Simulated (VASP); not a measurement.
# Ta3H (I4/mmm) in VASP: a series of runs

Runs on Ta3H. Level: PBE. Tasks: single point, relaxation of cell and atoms.

All numbers are computed with VASP 6.6.1; they aren't measurements. Logs are shortened: lines on timing, memory, paths and dates and some standing lists are left out, and cuts for length are marked.

## Step 1: The cell of the first run

Symmetry: I4/mmm, No. 139, tetragonal system. The conventional cell has a = 3.992 Å, b = 3.992 Å, c = 8.073 Å, α = 90.00°, β = 90.00°, γ = 90.00°. Ta (site symmetry 4/mmm) has 4 H at 2.82 Å and 8 Ta at 2.84 Å within 3.7 Å. Within 3.7 Å of Ta (site symmetry -4m2) lie 8 Ta at 2.82 to 2.84 Å and 4 H at 2.84 Å. Within 3.7 Å of H (site symmetry 4/mmm) lie 12 Ta at 2.82 to 2.84 Å.

## Step 2: Single point, PBE

Input file INCAR:

```
SYSTEM = Ta3H
  ALGO = Normal
  EDIFF = 1E-6
  ENCUT = 520
  GGA = PE
  ISIF = 2
  ISMEAR = 0
  LASPH = .TRUE.
  LCHARG = .FALSE.
  LREAL = .FALSE.
  LWAVE = .FALSE.
  NBANDS = 25
  NELM = 80
  PREC = Accurate
  SIGMA = 0.1
```

Input file KPOINTS:

```
k-points
0
G
  6 6 6
  0 0 0
```

Input file POSCAR:

```
Ta3H
1.0
   -1.9958474125      1.9958474125      4.0363483490
    1.9958474125     -1.9958474125      4.0363483490
    1.9958474125      1.9958474125     -4.0363483490
Ta H
3 1
Direct
    0.5000000000      0.5000000000      0.0000000000
    0.2500000000      0.7500000000      0.5000000000
    0.7500000000      0.2500000000      0.5000000000
    0.0000000000      0.0000000000      0.0000000000
```

Potentials or basis: VASP PAW PBE potentials, release 64 (Ta_pv, H).

Launch:

```bash
$ cat potpaw_PBE.64/Ta_pv/POTCAR potpaw_PBE.64/H/POTCAR > POTCAR
$ mpirun -np 1 vasp_std > vasp.out
```

OUTCAR:

```text
SYSTEM = Ta3H
   EDIFF = 1E-6
   ENCUT = 520
   GGA = PE
   ISIF = 2
   ISMEAR = 0
   LASPH = .TRUE.
   LREAL = .FALSE.
   NELM = 80
   PREC = Accurate

 ion  position               nearest neighbor table
   1  0.500  0.500  0.000-   2 2.84   3 2.84   2 2.84   3 2.84   2 2.84   3 2.84   2 2.84   3 2.84

   2  0.250  0.750  0.500-   3 2.82   3 2.82   3 2.82   3 2.82   1 2.84   1 2.84   1 2.84   1 2.84

   3  0.750  0.250  0.500-   2 2.82   2 2.82   2 2.82   2 2.82   1 2.84   1 2.84   1 2.84   1 2.84

   4  0.000  0.000  0.000-

  LATTYP: Found a body centered tetragonal cell.
 ALAT       =     3.9916948250
 C/A-ratio  =     2.0223732154

  Lattice vectors:

 A1 = (  -1.9958474125,   1.9958474125,   4.0363483490)
 A2 = (   1.9958474125,  -1.9958474125,   4.0363483490)
 A3 = (   1.9958474125,   1.9958474125,  -4.0363483490)

Analysis of symmetry for initial positions (statically):
=====================================================================
 Subroutine PRICEL returns:
 Original cell was already a primitive cell.

 Routine SETGRP: Setting up the symmetry group for a
 body centered tetragonal supercell.

 Subroutine GETGRP returns: Found 16 space group operations
 (whereof 16 operations were pure point group operations)
 out of a pool of 16 trial point group operations.

The static configuration has the point symmetry D_4h.

Analysis of symmetry for dynamics (positions and initial velocities):
=====================================================================
 Subroutine PRICEL returns:
 Original cell was already a primitive cell.

 Routine SETGRP: Setting up the symmetry group for a
 body centered tetragonal supercell.

 Subroutine GETGRP returns: Found 16 space group operations
 (whereof 16 operations were pure point group operations)
 out of a pool of 16 trial point group operations.

The dynamic configuration has the point symmetry D_4h.

 Subroutine INISYM returns: Found 16 space group operations
 (whereof 16 operations are pure point group operations),
 and found     1 'primitive' translations

----------------------------------------------------------------------------------------

                                     Primitive cell

  volume of cell :      64.3137

  direct lattice vectors                    reciprocal lattice vectors
    -1.995847413  1.995847413  4.036348349     0.000000000  0.250520153  0.123874343
     1.995847413 -1.995847413  4.036348349     0.250520153  0.000000000  0.123874343
     1.995847413  1.995847413 -4.036348349     0.250520153  0.250520153  0.000000000

  length of vectors
     4.925334687  4.925334687  4.925334687     0.279473076  0.279473076  0.354288999

  position of ions in fractional coordinates (direct lattice)
     0.500000000  0.500000000  0.000000000
     0.250000000  0.750000000  0.500000000
     0.750000000  0.250000000  0.500000000
     0.000000000  0.000000000  0.000000000

  ion indices of the primitive-cell ions
   primitive index   ion index
                 1           1
                 2           2
                 3           3
                 4           4

----------------------------------------------------------------------------------------

 KPOINTS: k-points

Automatic generation of k-mesh.
 Grid dimensions read from file:
 generate k-points for:    6    6    6

 Generating k-lattice:

  Cartesian coordinates                     Fractional coordinates (reciprocal lattice)
     0.000000000  0.041753359  0.020645724     0.166666667  0.000000000 -0.000000000
     0.041753359  0.000000000  0.020645724     0.000000000  0.166666667 -0.000000000
     0.041753359  0.041753359  0.000000000     0.000000000  0.000000000  0.166666667

  Length of vectors
     0.046578846  0.046578846  0.059048166

  Shift w.r.t. Gamma in fractional coordinates (k-lattice)
     0.000000000  0.000000000  0.000000000

 Subroutine IBZKPT returns following result:
 ===========================================

 Found     30 irreducible k-points:

 Following reciprocal coordinates:
            Coordinates               Weight
  0.000000  0.000000  0.000000      1.000000
  0.166667 -0.000000  0.000000      8.000000
  0.333333 -0.000000  0.000000      8.000000
  0.500000  0.000000  0.000000      4.000000
  0.166667  0.166667  0.000000      8.000000
  0.333333  0.166667  0.000000     16.000000
[... 16 lines left out ...]
 -0.333333 -0.333333  0.166667      8.000000
 -0.166667 -0.333333  0.166667      8.000000
 [... further k-points ...]
   k-points           NKPTS =     30   k-points in BZ     NKDIM =     30   number of bands    NBANDS=     25
   number of dos      NEDOS =    301   number of ions     NIONS =      4
   total plane-waves  NPLWV =  64000
   dimension x,y,z NGX =    40 NGY =   40 NGZ =   40
   dimension x,y,z NGXF=    80 NGYF=   80 NGZF=   80
   ions per type =               3   1
   NGX,Y,Z   is equivalent  to a cutoff of  13.50, 13.50, 13.50 a.u.
   NGXF,Y,Z  is equivalent  to a cutoff of  27.00, 27.00, 27.00 a.u.
 SYSTEM =  Ta3H
   PREC   = accura    normal or accurate (medium, high low for compatibility)
   ISTART =      0    job   : 0-new  1-cont  2-samecut
   ICHARG =      2    charge: 1-file 2-atom 10-const
   ISPIN  =      1    spin polarized calculation?
   LNONCOLLINEAR =      F non collinear calculations
   LSORBIT =      F    spin-orbit coupling
   LASPH  =      T    aspherical Exc in radial PAW
   ENCUT  =  520.0 eV  38.22 Ry    6.18 a.u.   9.16  9.16  9.16*2*pi/ulx,y,z
   NELM   =     80;   NELMIN=  2; NELMDL= -5     # of ELM steps
   EDIFF  = 0.1E-05   stopping-criterion for ELM
   LREAL  =      F    real-space projection
   EDIFFG = 0.1E-04   stopping-criterion for IOM
   NSW    =      0    number of steps for IOM
   IBRION =     -1    ionic relax: 0-MD 1-quasi-New 2-CG
   NFREE  =      0    steps in history (QN), initial steepest desc. (CG)
   ISIF   =      2    stress and relaxation
   ISYM   =      2    0-nonsym 1-usesym 2-fastsym
   POTIM  = 0.5000    time-step for ionic-motion
   TEBEG  =    0.0;   TEEND  =   0.0 temperature during run
   PSTRESS=    0.0 pullay stress
   NELECT =      34.0000    total number of electrons
   NUPDOWN=      -1.0000    fix difference up-down
   EMIN   =  10.00;   EMAX   =-10.00  energy-range for DOS
   EFERMI =   0.00;   METHOD = LEGACY
   ISMEAR =     0;   SIGMA  =   0.10  broadening in eV -4-tet -1-fermi 0-gaus
   EFERMI_NEDOS =   21; number of points for ismear=-14 and -15
   IALGO  =     38    algorithm
   IMIX   =      4    mixing-type and parameters
     AMIX     =   0.40;   BMIX     =  1.00
     AMIX_MAG =   1.60;   BMIX_MAG =  1.00
  volume/ion in A,a.u.               =      16.08       108.50
  Fermi-wavevector in a.u.,A,eV,Ry     =   1.323732  2.501491 23.841028  1.752266
  Thomas-Fermi vector in A             =   2.453318
   LORBIT       =      0    0 simple, 1 ext, 2 COOP (PROOUT), +10 PAW based schemes
   GGA     = PE    functional components
   LHFCALC =     F    Hartree Fock is set to
   AEXX    =    0.0000 exact exchange contribution
   IVDW    =     0    specifies the selected vdW correction
   LEPSILON=     F    determine dielectric tensor
   LRPA    =     F    only Hartree local field effects (RPA)
 non-spin polarized calculation
 Gauss-broadening in eV      SIGMA  =   0.10
  energy-cutoff  :      520.00
  volume of cell :       64.31
 maximum number of plane-waves:      1754
 NGX is ok and might be reduce to    40
   NGX = 19   NGY = 19   NGZ = 19

 number of electron      34.0000004 magnetization

 Free energy of the ion-electron system (eV)
  ---------------------------------------------------
  ext. energy  EPLUGINS =         0.00000000
  ---------------------------------------------------
  free energy    TOTEN  =       -35.11958555 eV

  energy without entropy =      -35.10698574  energy(sigma->0) =      -35.11328565

 E-fermi :   4.8393     XC(G=0): -11.8244

 val. band max:        4.8252060576   @ k =   0.3333   0.3333   0.1667
 cond. band min:       4.8697505867   @ k =  -0.1667   0.5000   0.1667
 fundamental gap:      0.0445445291
 Fermi energy:         4.8393219412

 k-point     1 :       0.0000    0.0000    0.0000
  band No.  band energies     occupation
      1     -29.8487      2.00000
      2     -29.7107      2.00000
      3     -29.7107      2.00000
      4     -29.3247      2.00000
      5     -29.3247      2.00000
      6     -29.3093      2.00000
[... 17 lines left out ...]
     24       9.0436      0.00000
     25       9.0436      0.00000

 k-point     2 :       0.1667   -0.0000    0.0000
  band No.  band energies     occupation
      1     -29.8420      2.00000
      2     -29.6770      2.00000
      3     -29.6604      2.00000
      4     -29.4465      2.00000
      5     -29.3222      2.00000
      6     -29.1713      2.00000
[... 17 lines left out ...]
     24       8.6340      0.00000
     25       9.6628      0.00000

 k-point     3 :       0.3333   -0.0000    0.0000
  band No.  band energies     occupation
      1     -29.7743      2.00000
      2     -29.6416      2.00000
      3     -29.5951      2.00000
      4     -29.4361      2.00000
      5     -29.3216      2.00000
      6     -29.1751      2.00000
[... 17 lines left out ...]
     24       8.1504      0.00000
     25       8.7143      0.00000

 k-point     4 :       0.5000    0.0000    0.0000
  band No.  band energies     occupation
      1     -29.7490      2.00000
      2     -29.5604      2.00000
      3     -29.5406      2.00000
      4     -29.4030      2.00000
      5     -29.3508      2.00000
      6     -29.3272      2.00000
[... 17 lines left out ...]
     24       7.7306      0.00000
     25       7.7576      0.00000
[... 477 lines left out ...]
 k-point    22 :      -0.1667    0.5000    0.1667
  band No.  band energies     occupation
      1     -29.7221      2.00000
      2     -29.6709      2.00000
      3     -29.6416      2.00000
      4     -29.3747      2.00000
      5     -29.2703      2.00000
      6     -29.2005      2.00000
[... 17 lines left out ...]
     24       8.4761      0.00000
     25       9.0428      0.00000

 k-point    23 :      -0.3333   -0.3333    0.1667
  band No.  band energies     occupation
      1     -29.8566      2.00000
      2     -29.6745      2.00000
      3     -29.6583      2.00000
      4     -29.3470      2.00000
      5     -29.2584      2.00000
      6     -29.0726      2.00000
[... 17 lines left out ...]
     24       9.5781      0.00000
     25       9.7801      0.00000

 k-point    24 :      -0.1667   -0.3333    0.1667
  band No.  band energies     occupation
      1     -29.7683      2.00000
      2     -29.7567      2.00000
      3     -29.7217      2.00000
      4     -29.3561      2.00000
      5     -29.2069      2.00000
      6     -29.1274      2.00000
[... 17 lines left out ...]
     24       9.0490      0.00000
     25       9.3775      0.00000

 [... further k-points ...]

------------------------ aborting loop because EDIFF is reached ----------------------------------------

  FORCE on cell =-STRESS in cart. coord.  units (eV):
  Direction    XX          YY          ZZ          XY          YZ          ZX
  --------------------------------------------------------------------------------------
  -------------------------------------------------------------------------------------
  Total        0.1016422      0.1016422     -0.0992410      0.0000000      0.0000000     -0.0000000
  in kB        2.5321017      2.5321017     -2.4722835      0.0000000      0.0000000     -0.0000000
  external PRESSURE =       0.8639733 kB  Pullay stress =       0.0000000 kB

 VOLUME and BASIS-vectors are now :
 -----------------------------------------------------------------------------
  energy-cutoff  :      520.00
  volume of cell :       64.31
      direct lattice vectors                 reciprocal lattice vectors
    -1.995847413  1.995847413  4.036348349     0.000000000  0.250520153  0.123874343
     1.995847413 -1.995847413  4.036348349     0.250520153  0.000000000  0.123874343
     1.995847413  1.995847413 -4.036348349     0.250520153  0.250520153  0.000000000

 POSITION                                       TOTAL-FORCE (eV/Angst)
 -----------------------------------------------------------------------------------
      0.00000      0.00000      4.03635        -0.000000     -0.000000     -0.000000
      1.99585     -0.00000      2.01817        -0.000000      0.000000     -0.000000
     -0.00000      1.99585      2.01817         0.000000      0.000000      0.000000
      0.00000      0.00000      0.00000        -0.000000     -0.000000     -0.000000
 -----------------------------------------------------------------------------------
    total drift:                                0.000000     -0.000000      0.000000

  FREE ENERGIE OF THE ION-ELECTRON SYSTEM (eV)
  ---------------------------------------------------
  free  energy   TOTEN  =       -35.1195855545 eV

  energy  without entropy=      -35.1069857434  energy(sigma->0) =      -35.11328565
```

Wall time 85 s (1 thread of Intel Xeon 8259CL, shared host); peak memory 0.25 GiB.

Results:

| Property | Result |
| --- | --- |
| Free energy | -35.1196 eV |
| Pressure | 0.1 GPa |
| Band gap on the k mesh | zero (bands 17 and 18 overlap by 1.26 eV) |

Levels at points of the mesh, in eV from the Fermi level:
```
           k point  band 14  band 15  band 16  band 17  band 18  band 19  band 20  band 21
(0.00, 0.00, 0.00)    -1.28    -1.28    -0.71    -0.37    -0.37     0.71     2.65     2.72
(0.50, 0.00, 0.00)    -1.89    -1.44    -1.15     0.03     0.22     0.41     0.88     1.59
(0.50, 0.50, 0.00)    -1.41    -1.08    -0.49     0.32     0.86     1.36     1.43     1.55
(0.50, 0.50, 0.50)    -2.69    -2.69    -2.36     0.85     1.47     2.45     2.86     2.86
```

Caveat: spin-orbit coupling is left out, which moves the levels of the heavy elements.

## Step 3: Relaxation of cell and atoms, PBE

This run uses another cell than the first one, of 14.09 Å³/atom.

Input file INCAR:

```
PREC     = Accurate       # precision mode
ENCUT    = 600            # plane-wave cutoff, eV
EDIFF    = 1E-7           # SCF threshold, eV
ISMEAR   = 0              # smearing method
SIGMA    = 0.1            # smearing width, eV
LREAL    = F              # projectors in reciprocal space
LASPH    = T              # aspherical terms in the spheres
NELM     = 60             # most SCF steps
ALGO     = Normal         # electronic algorithm
ISIF     = 3              # what is computed and relaxed
LWAVE    = F              # write WAVECAR
LCHARG   = F              # write CHGCAR
GGA      = PE             # functional
IBRION   = 2              # ionic algorithm
NSW      = 90             # ionic steps
EDIFFG   = -0.04          # ionic threshold
```

Input file KPOINTS:

```
regular mesh
0
Gamma
  6 6 6
```

Input file POSCAR:

```
Ta3H
1.0
   -1.8474748653      1.8474748653      4.1268269718
    1.8474748653     -1.8474748653      4.1268269718
    1.8474748653      1.8474748653     -4.1268269718
Ta H
3 1
Direct
    0.5000000000      0.5000000000      0.0000000000
    0.2500000000      0.7500000000      0.5000000000
    0.7500000000      0.2500000000      0.5000000000
    0.0000000000      0.0000000000      0.0000000000
```

Potentials or basis: VASP PAW PBE potentials, release 64 (Ta_pv, H).

Launch:

```bash
$ cat potpaw_PBE.64/Ta_pv/POTCAR potpaw_PBE.64/H/POTCAR > POTCAR
$ mpirun -np 1 vasp_std > vasp.out
```

It took 13 min on 1 thread of Intel Xeon 8259CL, shared host; peak memory 0.26 GiB.

It converged, with:

```
Free energy                           : -35.1184 eV
Relaxed volume                        : 16.09 Å³/atom
Relaxed cell                          : a = 4.913 Å, b = 4.913 Å, c = 4.913 Å, α = 131.91°, β = 131.91°, γ = 70.37°
Space group after relaxing (to 0.1 Å) : I4/mmm (No. 139)
Energy gained by relaxing             : 157.0 meV/atom
Ionic steps                           : 12
Pressure after relaxing               : 0.0 GPa
Band gap on the k mesh                : zero (bands 17 and 18 overlap by 1.34 eV)
```

Stress tensor (GPa, compression positive):
```
-0.01  0.00  0.00
 0.00 -0.01  0.00
 0.00  0.00  0.09
```

The path:
| step | energy change (eV) | largest force (eV/Å) | pressure (GPa) | volume (Å³) |
| --- | --- | --- | --- | --- |
| 1 | 0.0000 | 0.0000 | 26.09 | 56.34 |
| 2 | 0.3143 | 0.0000 | -19.64 | 77.18 |
| 3 | -0.5908 | 0.0000 | -0.92 | 64.73 |
| 4 | -0.5917 | 0.0000 | -0.21 | 64.42 |
| 5 | -0.5916 | 0.0000 | 0.19 | 64.26 |
| 6 | -0.5992 | 0.0000 | 0.25 | 64.23 |
| 7 | -0.6117 | 0.0000 | 0.48 | 64.14 |
| 8 | -0.6250 | 0.0000 | 1.31 | 63.83 |
| 9 | -0.6246 | 0.0000 | 0.94 | 63.97 |
| 10 | -0.6263 | 0.0000 | 1.13 | 63.89 |
| 11 | -0.6080 | 0.0000 | -3.56 | 65.97 |
| 12 | -0.6279 | 0.0000 | 0.02 | 64.35 |

Final structure:
```xyz
4
Lattice="-2.0017 2.0017 4.0152 2.0017 -2.0017 4.0152 2.0017 2.0017 -4.0152" Properties=species:S:1:pos:R:3 pbc="T T T"
Ta    0.0000    0.0000    4.0152
Ta    2.0017    0.0000    2.0076
Ta    0.0000    2.0017    2.0076
H     0.0000    0.0000    0.0000
```

Levels at points of the mesh, in eV from the Fermi level:
| k point | band 15 | band 16 | band 17 | band 18 | band 19 | band 20 |
| --- | --- | --- | --- | --- | --- | --- |
| (0.00, 0.00, 0.00) | -1.27 | -0.69 | -0.38 | -0.38 | 0.71 | 2.69 |
| (0.50, 0.00, 0.00) | -1.39 | -1.17 | 0.01 | 0.22 | 0.43 | 0.90 |
| (0.50, 0.50, 0.00) | -1.07 | -0.49 | 0.40 | 0.82 | 1.37 | 1.45 |
| (0.50, 0.50, 0.50) | -2.67 | -2.32 | 0.94 | 1.47 | 2.44 | 2.83 |

Caveat: spin-orbit coupling is left out, which moves the levels of the heavy elements.
